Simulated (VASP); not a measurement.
CS2, 6 atoms in the cell. It takes space group Cmce (No. 64, orthorhombic). Conventional cell: a = 7.292 Å, b = 5.989 Å, c = 9.851 Å, α = 90.00°, β = 90.00°, γ = 90.00°. Within 2.1 Å of S (site symmetry m) lie 1 C at 1.56 Å. C (site symmetry 2/m) has 2 S at 1.56 Å within 2.1 Å. 

```yaml
Program: VASP 6.6.1
Task: single point
Functional: PBEsol
Potentials_or_basis: VASP PAW PBE potentials, release 64 (S, C)
Cutoff: 520 eV
k_mesh: 6 × 6 × 4
Occupations: gaussian, width 0.01 eV
Spin: no spin polarisation
Dipole_correction: no
Further_INCAR_settings: ALGO = Normal; EDIFF = 1e-06; NBANDS = 25
```

Potentials or basis: VASP PAW PBE potentials, release 64 (S, C).

Command:

```sh
$ cat potpaw_PBE.64/S/POTCAR potpaw_PBE.64/C/POTCAR > POTCAR
$ mpirun -np 1 vasp_std > vasp.out
```

Hardware: 1 thread of Intel(R) Xeon(R) 6975P-C (Granite Rapids) (shared host).

Problem. Estimate the wall time of this run.

Solution. It took 94 s on 1 thread of Intel(R) Xeon(R) 6975P-C (Granite Rapids) (shared host), peak memory 0.39 GiB. Counts: scf iterations 14, k points 39.
